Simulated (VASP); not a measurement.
Input of a VASP 6.6.1 run:

INCAR

```
SYSTEM = Sn
ALGO = Normal
EDIFF = 1E-6
EDIFFG = -0.01
ENCUT = 600
GGA = RP
IBRION = 2
ISIF = 3
ISMEAR = -1
LASPH = .True.
LCHARG = .False.
LREAL = .False.
LWAVE = .False.
NELM = 100
NSW = 60
PREC = Accurate
SIGMA = 0.05
```

The input KPOINTS:

```
k-points
0
Gamma
  7 7 7
  0 0 0
```

File POSCAR:

```
Sn
1.0
    0.0000000000      3.2333428000      3.2333428000
    3.2333428000      0.0000000000      3.2333428000
    3.2333428000      3.2333428000      0.0000000000
Sn
2
Direct
    0.7500000000      0.7500000000      0.7500000000
    0.5000000000      0.5000000000      0.5000000000
```

Potentials or basis: VASP PAW PBE potentials, release 64 (Sn_d).

Run with:

```sh
$ cat potpaw_PBE.64/Sn_d/POTCAR > POTCAR
$ mpirun -np 1 vasp_std > vasp.out
```

Question: What does it give for the band gap on the k mesh?

Answer: Zero (band 14 reaches 4.76 eV, above the bottom of band 15 at 4.58 eV).

Question: What does it give for the relaxed volume?

Answer: 38.12 Å³/atom.

Question: Estimate the space group after relaxing (to 0.05 Å).

Answer: Fd-3m (No. 227).

Final structure:
```
Sn
1.0
     0.00000    3.36547    3.36547
     3.36547    0.00000    3.36547
     3.36547    3.36547    0.00000
Sn
2
Direct
  0.75000 0.75000 0.75000
  0.50000 0.50000 0.50000
```

Caveat: the PAW data sets were made with another functional, which shifts forces and pressure a little; spin-orbit coupling is left out, which moves the levels of the heavy elements; the volume moved by +13 % from the deposited cell, more than functionals usually miss. RPBE and its kin give volumes clearly too large for solids.
